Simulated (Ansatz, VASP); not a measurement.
One calculation of MgO, two programs

File INCAR:

```
PREC = Accurate ; ENCUT = 520
EDIFF = 1E-6 ; ISMEAR = 0
SIGMA = 0.05 ; LREAL = False
LASPH = True ; NELM = 60
ALGO = Normal ; ISIF = 2
LWAVE = False ; LCHARG = False
GGA = PE ; NBANDS = 11
```

KPOINTS

```
regular mesh
0
Gamma
  10 10 10
```

File POSCAR:

```
MgO
1.0
    0.0000000000      2.1269229054      2.1269229054
    2.1269229054      0.0000000000      2.1269229054
    2.1269229054      2.1269229054      0.0000000000
Mg O
1 1
Direct
    0.0176311045     -0.0176311045      0.0176311045
    0.5000000000      0.5000000000      0.5000000000
```

Input for Ansatz:

```yaml
crystal:
  lattice:
    - [0.0, 2.1269229054, 2.1269229054]
    - [2.1269229054, 0.0, 2.1269229054]
    - [2.1269229054, 2.1269229054, 0.0]
  atoms:
    - { symbol: Mg, position: [0.0176311045, -0.0176311045, 0.0176311045] }
    - { symbol: O, position: [0.5, 0.5, 0.5] }
basis:
  ecutwfc: 420
kpoints:
  mp_grid: { grid: [10, 10, 10] }
hamiltonian:
  xc: pbe
scf:
  occupations: { method: gaussian, width: 0.05 }
output:
  forces: true
  stress: true
  eigenvalues: true
```

Change from the starting cell: all Mg atoms moved +0.075 Å, as atom 1 along Cartesian [0 1 0].

Alike in both runs: task single point; functional PBE; k mesh 10 × 10 × 10; occupations gaussian, width 0.05 eV; no spin polarisation.

|  | VASP | Ansatz |
| --- | --- | --- |
| version | VASP 6.6.1 | Ansatz 0.2.0 |
| potentials or method | VASP PAW PBE potentials, release 64 (Mg, O), cutoff 520 eV | scalar-relativistic, plane waves, PAW |
| valence electrons in the cell | 8 | 16 |

```tsv
	VASP	Ansatz	Ansatz less VASP
gap on the k mesh at the Fermi level (eV)	4.44	4.46	+0.017
least direct gap on the mesh (eV)	4.44	4.46	+0.017
pressure (GPa)	-0.3	0.5	+0.76
traceless stress, the component that is largest in VASP (GPa)	1.22	1.20	-0.015
rms of the force components (eV/Å)	0.216	0.213	-0.0032
```

Atom by atom the forces differ by 0.003 eV/Å (rms over components). VASP's potentials hold 8 valence electrons a cell and Ansatz's 16, so a difference there can come from the potentials and not from the codes.
